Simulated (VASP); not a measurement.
# ZrO2 (Fm-3m) in VASP: further runs

Runs on ZrO2. Level: PBE. Tasks: single point.

Program: VASP 6.6.1. These are calculated values, not measurements. Logs are shortened: lines on timing, memory, paths and dates and some standing lists are left out, and cuts for length are marked.

## 1. The cell of the first run

The structure is cubic, space group Fm-3m (No. 225). Conventional cell: a = 4.988 Å, b = 4.988 Å, c = 4.988 Å, α = 90.00°, β = 90.00°, γ = 90.00°. Within 2.9 Å of Zr (site symmetry m-3m) lie 8 O at 2.16 Å. O (site symmetry -43m) has 4 Zr at 2.16 Å and 6 O at 2.49 Å within 2.9 Å.

## 2. Single point, PBE (strain -2.0%)

INCAR

```
SYSTEM = ZrO2
PREC     = Accurate       ! precision mode
ENCUT    = 600            ! plane-wave cutoff, eV
EDIFF    = 1E-6           ! SCF threshold, eV
ISMEAR   = -1             ! smearing method
SIGMA    = 0.02           ! smearing width, eV
LREAL    = .FALSE.        ! projectors in reciprocal space
LASPH    = .TRUE.         ! aspherical terms in the spheres
NELM     = 120            ! most SCF steps
ALGO     = Normal         ! electronic algorithm
ISIF     = 2              ! what is computed and relaxed
LWAVE    = .FALSE.        ! write WAVECAR
LCHARG   = .TRUE.         ! write CHGCAR
GGA      = PE             ! functional
LELF     = .TRUE.         ! ELF
LVHAR    = .TRUE.       
NBANDS   = 19             ! bands
GGA_COMPAT= .FALSE.
```

KPOINTS

```
Automatic mesh
0
G
  8 8 8
  0 0 0
```

POSCAR

```
ZrO2
1.0
    0.0000000000      2.4938193140      2.4938193140
    2.4938193140      0.0000000000      2.4938193140
    2.4938193140      2.4938193140      0.0000000000
Zr O
1 2
Direct
    0.0000000000      0.0000000000      0.0000000000
    0.2500000000      0.2500000000      0.2500000000
    0.7500000000      0.7500000000      0.7500000000
```

Potentials or basis: VASP PAW PBE potentials, release 64 (Zr_sv, O).

Run with:

```sh
$ cat potpaw_PBE.64/Zr_sv/POTCAR potpaw_PBE.64/O/POTCAR > POTCAR
$ mpirun -np 1 vasp_std > vasp.out
```

OUTCAR:

```text
SYSTEM = ZrO2
   PREC = Accurate
   ENCUT = 600
   EDIFF = 1E-6
   ISMEAR = -1
   LREAL = .FALSE.
   LASPH = .TRUE.
   NELM = 120
   ISIF = 2
   GGA = PE

 ion  position               nearest neighbor table
   1  0.000  0.000  0.000-   2 2.16   3 2.16   3 2.16   3 2.16   3 2.16   2 2.16   2 2.16   2 2.16

   2  0.250  0.250  0.250-   1 2.16   1 2.16   1 2.16   1 2.16
   3  0.750  0.750  0.750-   1 2.16   1 2.16   1 2.16   1 2.16

  LATTYP: Found a face centered cubic cell.
 ALAT       =     4.9876386280

  Lattice vectors:

 A1 = (   0.0000000000,   2.4938193140,   2.4938193140)
 A2 = (   2.4938193140,   0.0000000000,   2.4938193140)
 A3 = (   2.4938193140,   2.4938193140,   0.0000000000)

Analysis of symmetry for initial positions (statically):
=====================================================================
 Subroutine PRICEL returns:
 Original cell was already a primitive cell.

 Routine SETGRP: Setting up the symmetry group for a
 face centered cubic supercell.

 Subroutine GETGRP returns: Found 48 space group operations
 (whereof 48 operations were pure point group operations)
 out of a pool of 48 trial point group operations.

The static configuration has the point symmetry O_h .

Analysis of symmetry for dynamics (positions and initial velocities):
=====================================================================
 Subroutine PRICEL returns:
 Original cell was already a primitive cell.

 Routine SETGRP: Setting up the symmetry group for a
 face centered cubic supercell.

 Subroutine GETGRP returns: Found 48 space group operations
 (whereof 48 operations were pure point group operations)
 out of a pool of 48 trial point group operations.

The dynamic configuration has the point symmetry O_h .

 Subroutine INISYM returns: Found 48 space group operations
 (whereof 48 operations are pure point group operations),
 and found     1 'primitive' translations

----------------------------------------------------------------------------------------

                                     Primitive cell

  volume of cell :      31.0188

  direct lattice vectors                    reciprocal lattice vectors
     0.000000000  2.493819314  2.493819314    -0.200495680  0.200495680  0.200495680
     2.493819314  0.000000000  2.493819314     0.200495680 -0.200495680  0.200495680
     2.493819314  2.493819314  0.000000000     0.200495680  0.200495680 -0.200495680

  length of vectors
     3.526793096  3.526793096  3.526793096     0.347268705  0.347268705  0.347268705

  position of ions in fractional coordinates (direct lattice)
     0.000000000  0.000000000  0.000000000
     0.250000000  0.250000000  0.250000000
     0.750000000  0.750000000  0.750000000

  ion indices of the primitive-cell ions
   primitive index   ion index
                 1           1
                 2           2
                 3           3

----------------------------------------------------------------------------------------

 KPOINTS: Automatic mesh

Automatic generation of k-mesh.
 Grid dimensions read from file:
 generate k-points for:    8    8    8

 Generating k-lattice:

  Cartesian coordinates                     Fractional coordinates (reciprocal lattice)
    -0.025061960  0.025061960  0.025061960     0.125000000  0.000000000  0.000000000
     0.025061960 -0.025061960  0.025061960     0.000000000  0.125000000  0.000000000
     0.025061960  0.025061960 -0.025061960     0.000000000  0.000000000  0.125000000

  Length of vectors
     0.043408588  0.043408588  0.043408588

  Shift w.r.t. Gamma in fractional coordinates (k-lattice)
     0.000000000  0.000000000  0.000000000

 Subroutine IBZKPT returns following result:
 ===========================================

 Found     29 irreducible k-points:

 Following reciprocal coordinates:
            Coordinates               Weight
  0.000000  0.000000  0.000000      1.000000
  0.125000  0.000000  0.000000      8.000000
  0.250000  0.000000  0.000000      8.000000
  0.375000  0.000000  0.000000      8.000000
  0.500000  0.000000  0.000000      4.000000
  0.125000  0.125000  0.000000      6.000000
[... 16 lines left out ...]
  0.500000  0.250000  0.125000     48.000000
 -0.375000  0.250000  0.125000     24.000000
 [... further k-points ...]
   k-points           NKPTS =     29   k-points in BZ     NKDIM =     29   number of bands    NBANDS=     19
   number of dos      NEDOS =    301   number of ions     NIONS =      3
   total plane-waves  NPLWV =  21952
   dimension x,y,z NGX =    28 NGY =   28 NGZ =   28
   dimension x,y,z NGXF=    56 NGYF=   56 NGZF=   56
   ions per type =               1   2
   NGX,Y,Z   is equivalent  to a cutoff of  13.20, 13.20, 13.20 a.u.
   NGXF,Y,Z  is equivalent  to a cutoff of  26.40, 26.40, 26.40 a.u.
 SYSTEM =  ZrO2
   PREC   = accura    normal or accurate (medium, high low for compatibility)
   ISTART =      0    job   : 0-new  1-cont  2-samecut
   ICHARG =      2    charge: 1-file 2-atom 10-const
   ISPIN  =      1    spin polarized calculation?
   LNONCOLLINEAR =      F non collinear calculations
   LSORBIT =      F    spin-orbit coupling
   LASPH  =      T    aspherical Exc in radial PAW
   ENCUT  =  600.0 eV  44.10 Ry    6.64 a.u.   7.04  7.04  7.04*2*pi/ulx,y,z
   NELM   =    120;   NELMIN=  2; NELMDL= -5     # of ELM steps
   EDIFF  = 0.1E-05   stopping-criterion for ELM
   LREAL  =      F    real-space projection
   EDIFFG = 0.1E-04   stopping-criterion for IOM
   NSW    =      0    number of steps for IOM
   IBRION =     -1    ionic relax: 0-MD 1-quasi-New 2-CG
   NFREE  =      0    steps in history (QN), initial steepest desc. (CG)
   ISIF   =      2    stress and relaxation
   ISYM   =      2    0-nonsym 1-usesym 2-fastsym
   POTIM  = 0.5000    time-step for ionic-motion
   TEBEG  =    0.0;   TEEND  =   0.0 temperature during run
   PSTRESS=    0.0 pullay stress
   NELECT =      24.0000    total number of electrons
   NUPDOWN=      -1.0000    fix difference up-down
   EMIN   =  10.00;   EMAX   =-10.00  energy-range for DOS
   EFERMI =   0.00;   METHOD = LEGACY
   ISMEAR =    -1;   SIGMA  =   0.02  broadening in eV -4-tet -1-fermi 0-gaus
   EFERMI_NEDOS =   21; number of points for ismear=-14 and -15
   IALGO  =     38    algorithm
   IMIX   =      4    mixing-type and parameters
     AMIX     =   0.40;   BMIX     =  1.00
     AMIX_MAG =   1.60;   BMIX_MAG =  1.00
  volume/ion in A,a.u.               =      10.34        69.78
  Fermi-wavevector in a.u.,A,eV,Ry     =   1.502924  2.840114 30.732562  2.258780
  Thomas-Fermi vector in A             =   2.614101
   LORBIT       =      0    0 simple, 1 ext, 2 COOP (PROOUT), +10 PAW based schemes
   GGA     = PE    functional components
   LHFCALC =     F    Hartree Fock is set to
   AEXX    =    0.0000 exact exchange contribution
   IVDW    =     0    specifies the selected vdW correction
   LEPSILON=     F    determine dielectric tensor
   LRPA    =     F    only Hartree local field effects (RPA)
 non-spin polarized calculation
  energy-cutoff  :      600.00
  volume of cell :       31.02
 maximum number of plane-waves:      1056
   NGX = 15   NGY = 15   NGZ = 15

 number of electron      24.0000003 magnetization

 Free energy of the ion-electron system (eV)
  ---------------------------------------------------
  ext. energy  EPLUGINS =         0.00000000
  ---------------------------------------------------
  free energy    TOTEN  =       -28.41264038 eV

  energy without entropy =      -28.41264038  energy(sigma->0) =      -28.41264038

 E-fermi :   8.4996     XC(G=0): -12.1141

 val. band max:        7.9278012536   @ k =   0.5000   0.5000   0.0000
 cond. band min:      11.4471253319   @ k =   0.0000   0.0000   0.0000
 fundamental gap:      3.5193240783
 Fermi energy:         8.4996155886

 k-point     1 :       0.0000    0.0000    0.0000
  band No.  band energies     occupation
      1     -39.8748      2.00000
      2     -17.7008      2.00000
      3     -17.7008      2.00000
      4     -17.7008      2.00000
      5     -10.5615      2.00000
      6      -7.7800      2.00000
[... 11 lines left out ...]
     18      18.0545      0.00000
     19      22.8210      0.00000

 k-point     2 :       0.1250    0.0000    0.0000
  band No.  band energies     occupation
      1     -39.8654      2.00000
      2     -17.8517      2.00000
      3     -17.7142      2.00000
      4     -17.7142      2.00000
      5     -10.3017      2.00000
      6      -7.9596      2.00000
[... 11 lines left out ...]
     18      17.7961      0.00000
     19      22.5560      0.00000

 k-point     3 :       0.2500    0.0000    0.0000
  band No.  band energies     occupation
      1     -39.8426      2.00000
      2     -18.1842      2.00000
      3     -17.7463      2.00000
      4     -17.7463      2.00000
      5      -9.7718      2.00000
      6      -8.2508      2.00000
[... 11 lines left out ...]
     18      17.6048      0.00000
     19      21.9595      0.00000

 k-point     4 :       0.3750    0.0000    0.0000
  band No.  band energies     occupation
      1     -39.8196      2.00000
      2     -18.4819      2.00000
      3     -17.7781      2.00000
      4     -17.7781      2.00000
      5      -9.5433      2.00000
      6      -8.1784      2.00000
[... 407 lines left out ...]
     18      18.2338      0.00000
     19      22.8737      0.00000

 k-point    23 :       0.5000    0.2500    0.1250
  band No.  band energies     occupation
      1     -39.8070      2.00000
      2     -18.4260      2.00000
      3     -18.0150      2.00000
      4     -17.8253      2.00000
      5      -9.0276      2.00000
      6      -8.4860      2.00000
[... 11 lines left out ...]
     18      18.9402      0.00000
     19      23.1414      0.00000

 k-point    24 :      -0.3750    0.2500    0.1250
  band No.  band energies     occupation
      1     -39.7993      2.00000
      2     -18.4775      2.00000
      3     -18.0665      2.00000
      4     -17.8431      2.00000
      5      -9.0712      2.00000
      6      -8.3069      2.00000
[... 11 lines left out ...]
     18      18.9539      0.00000
     19      23.4763      0.00000

 [... further k-points ...]

------------------------ aborting loop because EDIFF is reached ----------------------------------------

  FORCE on cell =-STRESS in cart. coord.  units (eV):
  Direction    XX          YY          ZZ          XY          YZ          ZX
  --------------------------------------------------------------------------------------
  -------------------------------------------------------------------------------------
  Total        4.1171249      4.1171249      4.1171249      0.0000000      0.0000000     -0.0000000
  in kB      212.6569951    212.6569951    212.6569951      0.0000000      0.0000000     -0.0000000
  external PRESSURE =     212.6569951 kB  Pullay stress =       0.0000000 kB

 VOLUME and BASIS-vectors are now :
 -----------------------------------------------------------------------------
  energy-cutoff  :      600.00
  volume of cell :       31.02
      direct lattice vectors                 reciprocal lattice vectors
     0.000000000  2.493819314  2.493819314    -0.200495680  0.200495680  0.200495680
     2.493819314  0.000000000  2.493819314     0.200495680 -0.200495680  0.200495680
     2.493819314  2.493819314  0.000000000     0.200495680  0.200495680 -0.200495680

 POSITION                                       TOTAL-FORCE (eV/Angst)
 -----------------------------------------------------------------------------------
      0.00000      0.00000      0.00000         0.000000     -0.000000      0.000000
      1.24691      1.24691      1.24691        -0.000000      0.000000     -0.000000
      3.74073      3.74073      3.74073        -0.000000     -0.000000     -0.000000
 -----------------------------------------------------------------------------------
    total drift:                                0.000000      0.000000      0.000000

  FREE ENERGIE OF THE ION-ELECTRON SYSTEM (eV)
  ---------------------------------------------------
  free  energy   TOTEN  =       -28.4126403759 eV

  energy  without entropy=      -28.4126403759  energy(sigma->0) =      -28.41264038
```

Run time: 12 s. Hardware: 1 thread of Intel Xeon Platinum 8559C (Emerald Rapids), shared host; peak memory 0.16 GiB.

Results:

- Free energy: -28.4126 eV
- Pressure: 21.3 GPa
- Band gap on the k mesh: 3.52 eV, indirect (least direct gap 4.02 eV)

Caveat: the cell differs from its parent crystal (strain -2.0%).

## 3. Single point, PBE (strain -1.0%)

INCAR

```
PREC = Accurate
ENCUT = 600
EDIFF = 1E-6
ISMEAR = -1
SIGMA = 0.02
LREAL = False
LASPH = True
NELM = 120
ALGO = Normal
ISIF = 2
LWAVE = False
LCHARG = False
GGA = PE
NBANDS = 19
GGA_COMPAT = False
```

KPOINTS

```
Automatic mesh
0
Gamma
  8 8 8
```

POSCAR

```
ZrO2
1.0
    0.0000000000      2.5192664499      2.5192664499
    2.5192664499      0.0000000000      2.5192664499
    2.5192664499      2.5192664499      0.0000000000
Zr O
1 2
Direct
    0.0000000000      0.0000000000      0.0000000000
    0.2500000000      0.2500000000      0.2500000000
    0.7500000000      0.7500000000      0.7500000000
```

Potentials or basis: VASP PAW PBE potentials, release 64 (Zr_sv, O).

Run with:

```sh
$ cat potpaw_PBE.64/Zr_sv/POTCAR potpaw_PBE.64/O/POTCAR > POTCAR
$ mpirun -np 1 vasp_std > vasp.out
```

Run time: 13 s. Hardware: 1 thread of Intel Xeon Platinum 8559C (Emerald Rapids), shared host; peak memory 0.16 GiB.

It converged, with:

* Free energy: -28.5146 eV
* Pressure: 12.0 GPa
* Band gap on the k mesh: 3.44 eV, indirect (least direct gap 3.91 eV)

Levels at points of the mesh, in eV from the valence-band top:
| k point | band 8 | band 9 | band 10 | band 11 | band 12 | band 13 | band 14 | band 15 | band 16 | band 17 |
| --- | --- | --- | --- | --- | --- | --- | --- | --- | --- | --- |
| (0.00, 0.00, 0.00) | -5.41 | -5.41 | -0.54 | -0.54 | -0.54 | 3.44 | 3.44 | 6.81 | 9.74 | 9.74 |
| (0.50, 0.00, 0.00) | -4.37 | -2.58 | -2.50 | -1.67 | -1.67 | 4.12 | 4.12 | 6.37 | 8.79 | 8.79 |
| (0.50, 0.50, 0.00) | -3.20 | -3.20 | -1.55 | -1.55 | 0.00 | 3.91 | 4.90 | 6.11 | 7.55 | 7.55 |

Caveat: the cell differs from its parent crystal (strain -1.0%).
